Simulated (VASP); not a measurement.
Here is a VASP 6.6.1 calculation.

File INCAR:

```
PREC     = Accurate       # precision mode
ENCUT    = 520            # plane-wave cutoff, eV
EDIFF    = 1E-6           # SCF threshold, eV
ISMEAR   = 0              # smearing method
SIGMA    = 0.05           # smearing width, eV
LREAL    = False          # projectors in reciprocal space
LASPH    = True           # aspherical terms in the spheres
NELM     = 150            # most SCF steps
ALGO     = Normal         # electronic algorithm
ISIF     = 2              # what is computed and relaxed
LWAVE    = False          # write WAVECAR
LCHARG   = False          # write CHGCAR
ISPIN    = 2              # spin polarisation
MAGMOM   = 0.5 0.5 0 0    # initial moments
LORBIT   = 11             # projections on sites
LMAXMIX  = 6              # l up to which the mixer works
GGA      = PE             # functional
NBANDS   = 35             # bands
```

The input KPOINTS:

```
regular mesh
0
Gamma
  10 10 8
```

Contents of POSCAR:

```
GdN
1.0
    4.0626592880      0.0000000000      0.0000000000
   -2.0313296440      3.5183661503      0.0000000000
    0.0000000000      0.0000000000      5.0658774164
Gd N
2 2
Direct
    0.6666666667      0.3333333333      0.0497796170
    0.3333333333      0.6666666667      0.5497796170
    0.6666666667      0.3333333333      0.5754203830
    0.3333333333      0.6666666667      0.0754203830
```

Potentials or basis: VASP PAW PBE potentials, release 64 (Gd, N).

The run is started by

```bash
$ cat potpaw_PBE.64/Gd/POTCAR potpaw_PBE.64/N/POTCAR > POTCAR
$ mpirun -np 1 vasp_std > vasp.out
```

Task: Predict the pressure.

Result: 0.1 GPa.

Task: Estimate the net moment.

Result: 14.00 μB per cell.

Stress tensor (GPa, compression positive):
```
0.16 0.00 0.00
0.00 0.16 0.00
0.00 0.00 0.02
```

 The state reached can hang on the start; a lower one may exist.
